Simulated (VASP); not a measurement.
# AlTc12 in VASP: single point with PBE

Aim: the single point of AlTc12 with PBE.

Everything below comes from runs of VASP 6.6.1. Logs are shortened: lines on timing, memory, paths and dates and some standing lists are left out, and cuts for length are marked.

**1. The cell of the first run**

The cell holds a slab with vacuum, 13 atoms: a = 5.480 Å, b = 5.480 Å, c = 15.395 Å, α = 90.00°, β = 90.00°, γ = 60.00°.

**2. Single point, PBE**

Contents of INCAR:

```
SYSTEM = AlTc12
PREC = Accurate
ENCUT = 520
EDIFF = 1E-7
ISMEAR = 0
SIGMA = 0.1
LREAL = .False.
LASPH = .True.
NELM = 60
ALGO = Normal
ISIF = 2
LWAVE = .False.
LCHARG = .True.
GGA = PE
LELF = .True.
LVHAR = .True.
NBANDS = 92
```

Contents of KPOINTS:

```
Automatic mesh
0
Gamma
  4 4 1
  0 0 0
```

Contents of POSCAR:

```
AlTc12
1.0
    5.4800000000      0.0000000000      0.0000000000
    2.7400000000      4.7458190000      0.0000000000
    0.0000000000      0.0000000000     15.3949600000
Tc Al
12 1
Direct
    0.0000000000      0.0000000000      0.0649563234
    0.5000000000      0.0000000000      0.0649563234
   -0.0000000527      0.5000001054      0.0649563234
    0.4999999473      0.5000001054      0.0649563234
   -0.1779289764      0.3450546681      0.2028847103
    0.3236849732      0.3430716595      0.1975500424
   -0.1671759142      0.8460638722      0.2022964009
    0.3245776247      0.8478239478      0.2008070823
   -0.0561144457      0.0819734170      0.3505156883
    0.4730326960      0.0498809584      0.3370903854
   -0.0351015725      0.5464677435      0.3477333491
    0.4344381989      0.5470440402      0.3400360897
    0.5406526322      0.7616611590      0.4683015091
```

Potentials or basis: VASP PAW PBE potentials, release 64 (Tc_pv, Al).

Started as:

```sh
> cat potpaw_PBE.64/Tc_pv/POTCAR potpaw_PBE.64/Al/POTCAR > POTCAR
> mpirun -np 1 vasp_std > vasp.out
```

OUTCAR:

```text
SYSTEM = AlTc12
   PREC = Accurate
   ENCUT = 520
   EDIFF = 1E-7
   ISMEAR = 0
   LREAL = .False.
   LASPH = .True.
   NELM = 60
   ISIF = 2
   GGA = PE

 ion  position               nearest neighbor table
   1  0.000  0.000  0.065-   8 2.60   7 2.61   5 2.68   4 2.74   3 2.74   2 2.74   2 2.74   3 2.74
                             4 2.74
   2  0.500  0.000  0.065-   8 2.61   6 2.61   7 2.64   3 2.74   4 2.74   1 2.74   1 2.74   4 2.74
                             3 2.74
   3  1.000  0.500  0.065-   6 2.55   5 2.65   7 2.68   2 2.74   1 2.74   4 2.74   4 2.74   1 2.74
                             2 2.74
   4  0.500  0.500  0.065-   6 2.58   5 2.62   8 2.66   1 2.74   2 2.74   3 2.74   3 2.74   2 2.74
                             1 2.74
   5  0.822  0.345  0.203-   9 2.59   4 2.62   3 2.65   1 2.68   7 2.71   6 2.74   8 2.74   8 2.74
                             6 2.74  11 2.77   7 2.78  12 2.80
   6  0.324  0.343  0.198-   3 2.55  10 2.56   4 2.58   2 2.61  12 2.67   8 2.71   7 2.72   5 2.74
                             5 2.74   7 2.76   8 2.77  11 2.87
   7  0.833  0.846  0.202-   1 2.61   2 2.64  11 2.65   3 2.68  10 2.69   8 2.70   5 2.71   6 2.72
                             6 2.76   5 2.78   8 2.78   9 2.83
   8  0.325  0.848  0.201-  12 2.58   1 2.60   2 2.61   4 2.66  10 2.68   7 2.70   6 2.71   5 2.74
                             5 2.74   6 2.77   7 2.78   9 2.94
   9  0.944  0.082  0.351-   5 2.59  11 2.61  10 2.68  12 2.68  12 2.82  10 2.82   7 2.83  11 2.88
                             8 2.94  13 3.37
  10  0.473  0.050  0.337-  13 2.48   6 2.56  12 2.63   9 2.68   8 2.68   7 2.69  11 2.73  11 2.76
                             9 2.82  12 2.87
  11  0.965  0.546  0.348-  12 2.58   9 2.61   7 2.65  10 2.73  13 2.74  10 2.76   5 2.77   6 2.87
                             9 2.88  12 2.91
  12  0.434  0.547  0.340-  13 2.51  11 2.58   8 2.58  10 2.63   6 2.67   9 2.68   5 2.80   9 2.82
                            10 2.87  11 2.91
  13  0.541  0.762  0.468-  10 2.48  12 2.51  11 2.74   9 3.37

  LATTYP: Found a hexagonal cell.
 ALAT       =     5.4799998158
 C/A-ratio  =     2.8092993645

  Lattice vectors:

 A1 = (  -2.7400000000,  -4.7458190000,   0.0000000000)
 A2 = (   5.4800000000,   0.0000000000,   0.0000000000)
 A3 = (   0.0000000000,   0.0000000000,  15.3949600000)

Analysis of symmetry for initial positions (statically):
=====================================================================
 Subroutine PRICEL returns:
 Original cell was already a primitive cell.

 Routine SETGRP: Setting up the symmetry group for a
 hexagonal supercell.

 Subroutine GETGRP returns: Found  1 space group operations
 (whereof  1 operations were pure point group operations)
 out of a pool of 24 trial point group operations.

The static configuration has the point symmetry C_1 .

Analysis of symmetry for dynamics (positions and initial velocities):
=====================================================================
 Subroutine PRICEL returns:
 Original cell was already a primitive cell.

 Routine SETGRP: Setting up the symmetry group for a
 hexagonal supercell.

 Subroutine GETGRP returns: Found  1 space group operations
 (whereof  1 operations were pure point group operations)
 out of a pool of 24 trial point group operations.

The dynamic configuration has the point symmetry C_1 .

 Subroutine INISYM returns: Found  1 space group operations
 (whereof  1 operations are pure point group operations),
 and found     1 'primitive' translations

----------------------------------------------------------------------------------------

                                     Primitive cell

  volume of cell :     400.3781

  direct lattice vectors                    reciprocal lattice vectors
     5.480000000  0.000000000  0.000000000     0.182481752 -0.105355893  0.000000000
     2.740000000  4.745819000  0.000000000     0.000000000  0.210711787  0.000000000
     0.000000000  0.000000000 15.394960000     0.000000000  0.000000000  0.064956323

  length of vectors
     5.480000000  5.479999816 15.394960000     0.210711779  0.210711787  0.064956323

  position of ions in fractional coordinates (direct lattice)
     0.000000000  0.000000000  0.064956323
[... 41 lines left out ...]
     0.000000000  0.052677947  0.000000000     0.000000000  0.250000000  0.000000000
     0.000000000  0.000000000  0.064956323     0.000000000  0.000000000  1.000000000

  Length of vectors
     0.052677945  0.052677947  0.064956323

  Shift w.r.t. Gamma in fractional coordinates (k-lattice)
     0.000000000  0.000000000  0.000000000

 Subroutine IBZKPT returns following result:
 ===========================================

 Found     10 irreducible k-points:

 Following reciprocal coordinates:
            Coordinates               Weight
  0.000000  0.000000  0.000000      1.000000
  0.250000  0.000000  0.000000      2.000000
  0.250000  0.250000  0.000000      2.000000
  0.000000  0.250000  0.000000      2.000000
  0.500000  0.000000  0.000000      1.000000
  0.500000  0.500000  0.000000      1.000000
  0.000000  0.500000  0.000000      1.000000
  0.500000  0.250000  0.000000      2.000000
  0.250000  0.500000  0.000000      2.000000
 -0.250000  0.250000  0.000000      2.000000
   k-points           NKPTS =     10   k-points in BZ     NKDIM =     10   number of bands    NBANDS=     92
   number of dos      NEDOS =    301   number of ions     NIONS =     13
   total plane-waves  NPLWV = 211680
   dimension x,y,z NGX =    42 NGY =   42 NGZ =  120
   dimension x,y,z NGXF=    84 NGYF=   84 NGZF=  240
   ions per type =              12   1
   NGX,Y,Z   is equivalent  to a cutoff of  12.74, 12.74, 12.96 a.u.
   NGXF,Y,Z  is equivalent  to a cutoff of  25.48, 25.48, 25.92 a.u.
 SYSTEM =  AlTc12
   PREC   = accura    normal or accurate (medium, high low for compatibility)
   ISTART =      0    job   : 0-new  1-cont  2-samecut
   ICHARG =      2    charge: 1-file 2-atom 10-const
   ISPIN  =      1    spin polarized calculation?
   LNONCOLLINEAR =      F non collinear calculations
   LSORBIT =      F    spin-orbit coupling
   LASPH  =      T    aspherical Exc in radial PAW
   ENCUT  =  520.0 eV  38.22 Ry    6.18 a.u.  10.19 10.19 28.62*2*pi/ulx,y,z
   NELM   =     60;   NELMIN=  2; NELMDL= -5     # of ELM steps
   EDIFF  = 0.1E-06   stopping-criterion for ELM
   LREAL  =      F    real-space projection
   EDIFFG = 0.1E-05   stopping-criterion for IOM
   NSW    =      0    number of steps for IOM
   IBRION =     -1    ionic relax: 0-MD 1-quasi-New 2-CG
   NFREE  =      0    steps in history (QN), initial steepest desc. (CG)
   ISIF   =      2    stress and relaxation
   ISYM   =      2    0-nonsym 1-usesym 2-fastsym
   POTIM  = 0.5000    time-step for ionic-motion
   TEBEG  =    0.0;   TEEND  =   0.0 temperature during run
   PSTRESS=    0.0 pullay stress
   NELECT =     159.0000    total number of electrons
   NUPDOWN=      -1.0000    fix difference up-down
   EMIN   =  10.00;   EMAX   =-10.00  energy-range for DOS
   EFERMI =   0.00;   METHOD = LEGACY
   ISMEAR =     0;   SIGMA  =   0.10  broadening in eV -4-tet -1-fermi 0-gaus
   EFERMI_NEDOS =   21; number of points for ismear=-14 and -15
   IALGO  =     38    algorithm
   IMIX   =      4    mixing-type and parameters
     AMIX     =   0.40;   BMIX     =  1.00
     AMIX_MAG =   1.60;   BMIX_MAG =  1.00
  volume/ion in A,a.u.               =      30.80       207.84
  Fermi-wavevector in a.u.,A,eV,Ry     =   1.203327  2.273959 19.701190  1.447997
  Thomas-Fermi vector in A             =   2.339084
   LORBIT       =      0    0 simple, 1 ext, 2 COOP (PROOUT), +10 PAW based schemes
   GGA     = PE    functional components
   LHFCALC =     F    Hartree Fock is set to
   AEXX    =    0.0000 exact exchange contribution
   IVDW    =     0    specifies the selected vdW correction
   LEPSILON=     F    determine dielectric tensor
   LRPA    =     F    only Hartree local field effects (RPA)
 non-spin polarized calculation
 Gauss-broadening in eV      SIGMA  =   0.10
  energy-cutoff  :      520.00
  volume of cell :      400.38
 maximum number of plane-waves:     10804
 NGX is ok and might be reduce to    42
   NGX = 21   NGY = 21   NGZ = 57

 number of electron     159.0000025 magnetization

 Free energy of the ion-electron system (eV)
  ---------------------------------------------------
  ext. energy  EPLUGINS =         0.00000000
  ---------------------------------------------------
  free energy    TOTEN  =      -119.71740325 eV

  energy without entropy =     -119.64098827  energy(sigma->0) =     -119.67919576

 E-fermi :   3.5901     XC(G=0):  -7.6758

 val. band max:        3.5869697602   @ k =   0.5000   0.5000   0.0000
 cond. band min:       3.5985075219   @ k =   0.5000   0.2500   0.0000
 fundamental gap:      0.0115377618
 Fermi energy:         3.5901434548

 k-point     1 :       0.0000    0.0000    0.0000
  band No.  band energies     occupation
      1     -35.9645      2.00000
      2     -35.9361      2.00000
      3     -35.9012      2.00000
      4     -35.8941      2.00000
      5     -35.8656      2.00000
      6     -35.8354      2.00000
[... 929 lines left out ...]
     90       4.8481      0.00000
     91       5.0576      0.00000
 [bands above 91 left out]

------------------------ aborting loop because EDIFF is reached ----------------------------------------

  FORCE on cell =-STRESS in cart. coord.  units (eV):
  Direction    XX          YY          ZZ          XY          YZ          ZX
  --------------------------------------------------------------------------------------
  -------------------------------------------------------------------------------------
  Total       -7.0396060     -4.6631046     -1.4537887      1.7357241     -6.0710975      1.4800597
  in kB      -28.1701163    -18.6601637     -5.8175696      6.9457795    -24.2944735      5.9226972
  external PRESSURE =     -17.5492832 kB  Pullay stress =       0.0000000 kB

 VOLUME and BASIS-vectors are now :
 -----------------------------------------------------------------------------
  energy-cutoff  :      520.00
  volume of cell :      400.38
      direct lattice vectors                 reciprocal lattice vectors
     5.480000000  0.000000000  0.000000000     0.182481752 -0.105355893  0.000000000
     2.740000000  4.745819000  0.000000000     0.000000000  0.210711787  0.000000000
     0.000000000  0.000000000 15.394960000     0.000000000  0.000000000  0.064956323

 POSITION                                       TOTAL-FORCE (eV/Angst)
 -----------------------------------------------------------------------------------
      0.00000      0.00000      1.00000        -0.097818      0.461388      0.179830
      2.74000      0.00000      1.00000        -0.064095      0.178971      0.085345
      6.85000      2.37291      1.00000        -0.125562      0.403310      0.082773
      4.11000      2.37291      1.00000        -0.032558      0.465489      0.065018
      5.45040      1.63757      3.12340        -0.061057     -0.144653     -0.004418
      2.71381      1.62816      3.04128         0.041770     -0.098219     -0.065025
      6.88209      4.01527      3.11434        -0.018075     -0.081402     -0.106438
      4.10172      4.02362      3.09142         0.076654     -0.032643     -0.020525
      5.39710      0.38903      5.39618         0.254936     -0.372472     -0.435121
      2.72889      0.23673      5.18949        -0.048504     -0.125826      0.068719
      6.78496      2.59344      5.35334         0.038568     -0.301027      0.002011
      3.87962      2.59617      5.23484        -0.048519     -0.174543      0.060264
      5.04973      3.61471      7.20948         0.084259     -0.178374      0.087567
 -----------------------------------------------------------------------------------
    total drift:                               -0.000734      0.000483     -0.000151

  FREE ENERGIE OF THE ION-ELECTRON SYSTEM (eV)
  ---------------------------------------------------
  free  energy   TOTEN  =      -119.7174032523 eV

  energy  without entropy=     -119.6409882688  energy(sigma->0) =     -119.67919576
```

Run time: 13 min. Hardware: 1 thread of Intel Xeon Platinum 8488C (Sapphire Rapids), shared host; peak memory 0.59 GiB.

What came out:

- Free energy: -119.7174 eV
- Largest force: 0.627 eV/Å
- Band gap on the k mesh: zero (an odd number of electrons rules out a gap without spin polarisation)

Forces in eV/Å, atoms in the order of the input:
```
Tc  -0.098  0.461  0.180
Tc  -0.064  0.179  0.085
Tc  -0.126  0.403  0.083
Tc  -0.033  0.465  0.065
Tc  -0.061 -0.145 -0.004
Tc   0.042 -0.098 -0.065
Tc  -0.018 -0.081 -0.106
Tc   0.077 -0.033 -0.021
Tc   0.255 -0.372 -0.435
Tc  -0.049 -0.126  0.069
Tc   0.039 -0.301  0.002
Tc  -0.049 -0.175  0.060
Al   0.084 -0.178  0.088
```

Caveat: there is no dipole correction, which matters where the two faces differ.
